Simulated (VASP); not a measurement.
Write the native input for VASP 6.6.1 that does the following.

```
Task                   : electric field gradients
Functional             : PBE
Potentials or basis    : VASP PAW PBE potentials, release 64 (Al, Fe)
Cutoff                 : 520 eV
k mesh                 : 12 × 12 × 12
Occupations            : fermi-dirac, width 0.05 eV
Spin                   : collinear spin, ferromagnetic start
Starting moments       : [0.0, 3.0] μB
Dipole correction      : no
Further INCAR settings : ALGO = Normal; EDIFF = 1e-08; NBANDS = 16
```

The structure of AlFe lies in POSCAR:

```
AlFe
1.0
    2.8511009115      0.0000000000      0.0000000000
    0.0000000000      2.8511009115      0.0000000000
    0.0000000000      0.0000000000      2.8511009115
Al Fe
1 1
Direct
    0.0000000000      0.0000000000      0.0000000000
    0.5000000000      0.5000000000      0.5000000000
```

These files were run (other wordings do the same):

INCAR

```
SYSTEM = AlFe
ALGO = Normal
EDIFF = 1E-8
ENCUT = 520
GGA = PE
ISIF = 2
ISMEAR = -1
ISPIN = 2
LASPH = .True.
LCHARG = .False.
LEFG = .True.
LMAXMIX = 4
LORBIT = 11
LREAL = .False.
LWAVE = .False.
MAGMOM = 0 3
NBANDS = 16
NELM = 150
PREC = Accurate
SIGMA = 0.05
```

KPOINTS

```
k-points
0
Gamma
  12 12 12
  0 0 0
```

Potentials or basis: VASP PAW PBE potentials, release 64 (Al, Fe).

The run is started by

```console
$ cat potpaw_PBE.64/Al/POTCAR potpaw_PBE.64/Fe/POTCAR > POTCAR
$ mpirun -np 1 vasp_std > vasp.out
```

It gave:

- Pressure: 4.5 GPa
- Net moment: 0.67 μB per cell
- Site moments: Al -0.02; Fe +0.70 μB
- Largest electric field gradient by atom: under 0.05 V/Å² on every atom
- Valence electrons inside the program's atomic spheres: Al 0.85; Fe 7.47

Caveat: the cell stands under pressure.

Wall time 28 s on 1 thread of Intel(R) Xeon(R) Platinum 8488C (Sapphire Rapids), on a shared host, peak memory 0.18 GiB.
